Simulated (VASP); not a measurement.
Input of a VASP 6.6.1 run:

File INCAR:

```
SYSTEM = Ir
PREC = Accurate
ENCUT = 520
EDIFF = 1E-6
ISMEAR = 0
SIGMA = 0.1
LREAL = Auto
LASPH = .TRUE.
NELM = 80
ALGO = Normal
ISIF = 2
LWAVE = .FALSE.
LCHARG = .FALSE.
LDIPOL = .TRUE.
IDIPOL = 3
DIPOL = 0.5 0.5 0.499
GGA = PE
NBANDS = 86
```

File KPOINTS:

```
regular mesh
0
G
  4 4 1
  0 0 0
```

POSCAR

```
Ir
1.0
    5.4739356049      0.0000000000      0.0000000000
    0.0000000000      5.4739356049      0.0000000000
    0.0000000000      0.0000000000     21.8059854790
Ir
16
Direct
    0.2500000000      0.2500000000      0.3668717476
    0.2500000000      0.7500000000      0.3668717476
    0.7500000000      0.2500000000      0.3668717476
    0.7500000000      0.7500000000      0.3668717476
    0.5000000000      0.5000000000      0.4556239159
    0.5000000000      0.0000000000      0.4556239159
    0.0000000000      0.5000000000      0.4556239159
    0.0000000000      0.0000000000      0.4556239159
    0.7500000000      0.7500000000      0.5449827066
    0.7500000000      0.2500000000      0.5449827066
    0.2500000000      0.7500000000      0.5449827066
    0.2500000000      0.2500000000      0.5449827066
    0.0000000000      0.0000000000      0.6294641355
    0.0000000000      0.5000000000      0.6294641355
    0.5000000000      0.0000000000      0.6294641355
    0.5000000000      0.5000000000      0.6294641355
```

Potentials or basis: VASP PAW PBE potentials, release 64 (Ir).

Launch:

```sh
$ cat potpaw_PBE.64/Ir/POTCAR > POTCAR
$ mpirun -np 1 vasp_std > vasp.out
```

Q: Estimate the band gap on the k mesh.

A: Zero (band 72 reaches 0.40 eV, above the bottom of band 73 at -0.40 eV).

Q: Predict the largest force.

A: 0.870 eV/Å.

Forces on the atoms (eV/Å):
```
Ir   0.000  0.000  0.831
Ir   0.000  0.000  0.831
Ir   0.000  0.000  0.831
Ir   0.000  0.000  0.831
Ir   0.000  0.000 -0.870
Ir   0.000  0.000 -0.870
Ir   0.000  0.000 -0.870
Ir   0.000  0.000 -0.870
Ir   0.000  0.000 -0.008
Ir   0.000  0.000 -0.008
Ir   0.000  0.000 -0.008
Ir   0.000  0.000 -0.008
Ir   0.000  0.000  0.047
Ir   0.000  0.000  0.047
Ir   0.000  0.000  0.047
Ir   0.000  0.000  0.047
```

Caveat: spin-orbit coupling is left out, which moves the levels of the heavy elements.
